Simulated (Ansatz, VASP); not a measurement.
# Al in VASP and in Ansatz

File INCAR:

```
ALGO     = Normal         # electronic algorithm
DIPOL    = 0.5 0.5 0.437
EDIFF    = 1E-6           # SCF threshold, eV
ENCUT    = 400            # plane-wave cutoff, eV
GGA_COMPAT= False        
IDIPOL   = 3            
ISIF     = 2              # what is computed and relaxed
ISMEAR   = 1              # smearing method
LASPH    = True           # aspherical terms in the spheres
LCHARG   = False          # write CHGCAR
LDIPOL   = True         
LREAL    = False          # projectors in reciprocal space
LWAVE    = False          # write WAVECAR
NBANDS   = 24             # bands
NELM     = 120            # most SCF steps
NELMDL   = -8           
PREC     = Accurate       # precision mode
SIGMA    = 0.1            # smearing width, eV
```

KPOINTS

```
k-points
0
Gamma
  9 9 1
```

The input POSCAR:

```
Al
1.0
    4.8889137414      0.0000000000      0.0000000000
   -2.4444568707      4.2339234969      0.0000000000
    0.0000000000      0.0000000000     21.2998222893
Al
9
Direct
   -0.0000003333     -0.0000003333      0.3286412396
    0.3333333333      0.6666670000      0.3286412396
    0.6666670000      0.3333333333      0.3286412396
    0.3333333333      0.9995851862      0.4367931678
    0.6670814804      0.6670814804      0.4367931678
   -0.0004148138      0.3333333333      0.4367931678
    0.6666666667      1.0000000000      0.5452094641
    0.0000000000      0.6666666667      0.5452094641
    0.3333333333      0.3333333333      0.5449454742
```

Input for Ansatz:

```yaml
crystal:
  lattice:
    - [4.8889137414, 0.0, 0.0]
    - [-2.4444568707, 4.2339234969, 0.0]
    - [0.0, 0.0, 21.2998222893]
  atoms:
    - { symbol: Al, position: [-3.333e-07, -3.333e-07, 0.3286412396] }
    - { symbol: Al, position: [0.3333333333, 0.666667, 0.3286412396] }
    - { symbol: Al, position: [0.666667, 0.3333333333, 0.3286412396] }
    - { symbol: Al, position: [0.3333333333, 0.9995851862, 0.4367931678] }
    - { symbol: Al, position: [0.6670814804, 0.6670814804, 0.4367931678] }
    - { symbol: Al, position: [-0.0004148138, 0.3333333333, 0.4367931678] }
    - { symbol: Al, position: [0.6666666667, 1.0, 0.5452094641] }
    - { symbol: Al, position: [0.0, 0.6666666667, 0.5452094641] }
    - { symbol: Al, position: [0.3333333333, 0.3333333333, 0.5449454742] }
basis:
  ecutwfc: 420
kpoints:
  mp_grid: { grid: [9, 9, 1] }
hamiltonian:
  xc: lda
  pseudopotentials: { kind: paw, azcp: { folder: soft_1 } }
scf:
  occupations: { method: methfessel_paxton, width: 0.1 }
  n_extra_bands: 12
  max_iter: 160
output:
  forces: true
  eigenvalues: true
  write_density: true
  write_potential: true
  elf: true
  volumetric_format: npy
efield:
  axis: 3
  dipole_correction: true
```

Alike in both runs: task single point; functional LDA; k mesh 9 × 9 × 1; occupations methfessel-paxton of order 1, width 0.1 eV; no spin polarisation.

```csv
,VASP,Ansatz
version,VASP 6.6.1,Ansatz 0.2.0
potentials or method,"VASP PAW LDA potentials, release 64 (Al), cutoff 400 eV","scalar-relativistic, plane waves, PAW"
valence electrons in the cell,27,27
```

VASP gave:

- gap on the k mesh at the Fermi level (eV): none
- rms of the force components (eV/Å): 0.011

Problem. Which values does Ansatz return?

Solution. gap on the k mesh at the Fermi level (eV): none; rms of the force components (eV/Å): 0.013.

Ansatz warns that its potentials were made for another functional, while VASP's fit it. LDA's correlation is that of Perdew and Zunger in VASP and of Perdew and Wang (1992) in Ansatz. Atom by atom the forces differ by 0.002 eV/Å (rms over components). A gap of «none» marks a metal or a gap that the smearing closes. Ansatz's warnings: xc potential rough in thin density.
